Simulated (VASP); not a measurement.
Wanted: the native input for a VASP 6.6.1 run.

```
Task                   : single point
Functional             : PBE
Potentials or basis    : VASP PAW PBE potentials, release 64 (Hf_pv)
Cutoff                 : 520 eV
k mesh                 : 14 × 14 × 8
Occupations            : fermi-dirac, width 0.05 eV
Spin                   : no spin polarisation
Dipole correction      : no
Further INCAR settings : ALGO = Normal; EDIFF = 1e-06; NBANDS = 17
```

The structure of Hf lies in POSCAR:

```
Hf
1.0
    2.4605675821      0.0000000000      0.0000000000
   -1.2302837911      2.1309140338      0.0000000000
    0.0000000000      0.0000000000      4.2951379643
Hf
2
Direct
    0.3333333333      0.6666666667      0.2500000000
    0.6666666667      0.3333333333      0.7500000000
```

This cell differs from its parent crystal: volume scaled by 0.5.

One way to write it, as run:

INCAR

```
  PREC = Accurate
  ENCUT = 520
  EDIFF = 1E-6
  ISMEAR = -1
  SIGMA = 0.05
  LREAL = F
  LASPH = T
  NELM = 100
  ALGO = Normal
  ISIF = 2
  LWAVE = F
  LCHARG = F
  GGA = PE
  NBANDS = 17
```

KPOINTS

```
regular mesh
0
Gamma
  14 14 8
```

Potentials or basis: VASP PAW PBE potentials, release 64 (Hf_pv).

Run with:

```console
$ cat potpaw_PBE.64/Hf_pv/POTCAR > POTCAR
$ mpirun -np 1 vasp_std > vasp.out
```

It gave:

| Item | Value |
| --- | --- |
| Pressure | 235.2 GPa |
| Band gap on the k mesh | zero (band 10 reaches 12.04 eV, above the bottom of band 11 at 10.31 eV) |

Caveat: spin-orbit coupling is left out, which moves the levels of the heavy elements.

Wall time 28 s on 1 thread of Intel Xeon 6975P-C, on a shared host, peak memory 0.16 GiB.
